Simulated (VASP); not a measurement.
A run of VASP 6.6.1 is set up as follows.

The input INCAR:

```
SYSTEM = EuH3NCl3
PREC     = Accurate       ! precision mode
ENCUT    = 520            ! plane-wave cutoff, eV
EDIFF    = 1E-6           ! SCF threshold, eV
ISMEAR   = 0              ! smearing method
SIGMA    = 0.01           ! smearing width, eV
LREAL    = .FALSE.        ! projectors in reciprocal space
LASPH    = .TRUE.         ! aspherical terms in the spheres
NELM     = 150            ! most SCF steps
ALGO     = Normal         ! electronic algorithm
ISIF     = 2              ! what is computed and relaxed
LWAVE    = .FALSE.        ! write WAVECAR
LCHARG   = .FALSE.        ! write CHGCAR
ISPIN    = 2              ! spin polarisation
MAGMOM   = 6 0 0 0 0 0 0 0 ! initial moments
LORBIT   = 11             ! projections on sites
LMAXMIX  = 6              ! l up to which the mixer works
LDAU     = .TRUE.         ! DFT+U
LDAUTYPE = 2            
LDAUL    = 3 -1 -1 -1     ! shell
LDAUU    = 5 0 0 0        ! U, eV
LDAUJ    = 0 0 0 0      
LDAUPRINT= 1            
GGA      = PE             ! functional
NBANDS   = 37             ! bands
```

Contents of KPOINTS:

```
regular mesh
0
G
  1 1 1
  0 0 0
```

Contents of POSCAR:

```
EuH3NCl3
1.0
   12.1800000000      0.0000000000      0.0000000000
    0.0000000000     12.1800000000      0.0000000000
    0.0000000000      0.0000000000     12.1800000000
Eu Cl N H
1 3 1 3
Direct
    0.5383144500      0.4616059100      0.5383144500
    0.6304622300      0.6240344800      0.6304622300
    0.3758850600      0.3694581300      0.6304622300
    0.6304622300      0.3694581300      0.3758850600
    0.4197208500      0.5801995100      0.4197208500
    0.3694581300      0.6304622300      0.4646239700
    0.4646239700      0.6304622300      0.3694581300
    0.3694581300      0.5352963900      0.3694581300
```

Potentials or basis: VASP PAW PBE potentials, release 64 (Eu, Cl, N, H).

Launch:

```bash
$ cat potpaw_PBE.64/Eu/POTCAR potpaw_PBE.64/Cl/POTCAR potpaw_PBE.64/N/POTCAR potpaw_PBE.64/H/POTCAR > POTCAR
$ mpirun -np 1 vasp_gam > vasp.out
```

Question: Predict the gap between the frontier levels.

Answer: 0.95 eV.

Question: What does it give for the site moments?

Answer: Eu +6.08; Cl -0.07; N -0.01; H +0.00 μB.

Question: Estimate the largest force.

Answer: 0.245 eV/Å.

Question: Predict the net moment.

Answer: 6.00 μB per cell.

Eigenvalues of the final occupation matrices:
```tsv
site	spin	trace	eigenvalues
site 1 f	1	6.16	0.20 0.99 0.99 0.99 0.99 0.99 1.00
site 1 f	2	0.04	0.00 0.00 0.00 0.00 0.01 0.01 0.01
```

Caveat: spin-orbit coupling is left out, which moves the levels of the heavy elements. The state reached can hang on the start; a lower one may exist.
